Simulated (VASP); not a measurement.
Write the native input for VASP 6.6.1 that does the following.

| Property | Result |
| --- | --- |
| Task | single point |
| Functional | PBEsol |
| Potentials or basis | VASP PAW PBE potentials, release 64 (Pb_d, Se) |
| Cutoff | 520 eV |
| k mesh | 6 × 6 × 4 |
| Occupations | gaussian, width 0.01 eV |
| Spin | no spin polarisation |
| Dipole correction | no |
| Further INCAR settings | ALGO = Normal; EDIFF = 1e-07; NBANDS = 28 |

The structure of PbSe lies in POSCAR:

```
PbSe
1.0
    2.0649836966     -5.8780634270      0.0000000000
    2.0649836966      5.8780634270      0.0000000000
    0.0000000000      0.0000000000      4.2648366530
Pb Se
2 2
Direct
    0.6317607300      0.3682392700      0.7500000000
    0.3682392700      0.6317607300      0.2500000000
    0.8612899600      0.1387100400      0.7500000000
    0.1387100400      0.8612899600      0.2500000000
```

One way to write it, as run:

INCAR

```
SYSTEM = PbSe
ALGO     = Normal         ! electronic algorithm
EDIFF    = 1E-7           ! SCF threshold, eV
ENCUT    = 520            ! plane-wave cutoff, eV
GGA      = PS             ! functional
ISIF     = 2              ! what is computed and relaxed
ISMEAR   = 0              ! smearing method
LASPH    = .True.         ! aspherical terms in the spheres
LCHARG   = .True.         ! write CHGCAR
LELF     = .True.         ! ELF
LREAL    = .False.        ! projectors in reciprocal space
LVHAR    = .True.       
LWAVE    = .False.        ! write WAVECAR
NBANDS   = 28             ! bands
NELM     = 60             ! most SCF steps
PREC     = Accurate       ! precision mode
SIGMA    = 0.01           ! smearing width, eV
```

KPOINTS

```
k-points
0
Gamma
  6 6 4
  0 0 0
```

Potentials or basis: VASP PAW PBE potentials, release 64 (Pb_d, Se).

The run is started by

```sh
$ cat potpaw_PBE.64/Pb_d/POTCAR potpaw_PBE.64/Se/POTCAR > POTCAR
$ mpirun -np 1 vasp_std > vasp.out
```

It gave:

| Item | Value |
| --- | --- |
| Pressure | 5.8 GPa |
| Largest force | 0.744 eV/Å |
| Band gap on the k mesh | 0.96 eV, indirect (least direct gap 1.38 eV) |

Caveat: the PAW data sets were made with another functional, which shifts forces and pressure a little; spin-orbit coupling is left out, which moves the levels of the heavy elements.

It took 90 s on 1 thread of Intel(R) Xeon(R) Platinum 8259CL CPU @ 2.50GHz (Skylake/Cascade Lake), on a shared host, peak memory 0.29 GiB.
